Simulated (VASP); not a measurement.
Here is a VASP 6.6.1 calculation.

The input INCAR:

```
ALGO = Normal
EDIFF = 1E-7
ENCUT = 520
GGA = PE
ISIF = 2
ISMEAR = 0
LASPH = True
LCHARG = False
LREAL = False
LWAVE = False
NBANDS = 41
NELM = 60
PREC = Accurate
SIGMA = 0.1
```

File KPOINTS:

```
k-points
0
Gamma
  6 6 6
```

The input POSCAR:

```
Na4AlPS4
1.0
    0.0000000000      5.2181486700      5.2181486700
    5.2181486700      0.0000000000      5.2181486700
    5.2181486700      5.2181486700      0.0000000000
Na Al P S
4 1 1 4
Direct
    0.6274407513      0.6274407513      0.6274407513
    0.6274407513      0.6274407513      0.1176777461
    0.6274407513      0.1176777461      0.6274407513
    0.1176777461      0.6274407513      0.6274407513
    0.0000000000      0.0000000000      0.0000000000
    0.2500000000      0.2500000000      0.2500000000
    0.1259789556      0.1259789556      0.1259789556
    0.1259789556      0.1259789556      0.6220631332
    0.1259789556      0.6220631332      0.1259789556
    0.6220631332      0.1259789556      0.1259789556
```

Potentials or basis: VASP PAW PBE potentials, release 64 (Na_pv, Al, P, S).

Launch:

```sh
$ cat potpaw_PBE.64/Na_pv/POTCAR potpaw_PBE.64/Al/POTCAR potpaw_PBE.64/P/POTCAR potpaw_PBE.64/S/POTCAR > POTCAR
$ mpirun -np 1 vasp_std > vasp.out
```

Question: Estimate the band gap on the k mesh.

Answer: Zero (band 30 reaches 2.38 eV, above the bottom of band 31 at 2.33 eV).

Question: What does it give for the largest force?

Answer: 0.010 eV/Å.

Question: Predict the pressure.

Answer: -0.1 GPa.

Forces on the atoms (eV/Å):
```
Na   0.002  0.002  0.002
Na  -0.002 -0.002  0.002
Na  -0.002  0.002 -0.002
Na   0.002 -0.002 -0.002
Al   0.000  0.000  0.000
P    0.000  0.000  0.000
S    0.006  0.006  0.006
S   -0.006 -0.006  0.006
S   -0.006  0.006 -0.006
S    0.006 -0.006 -0.006
```
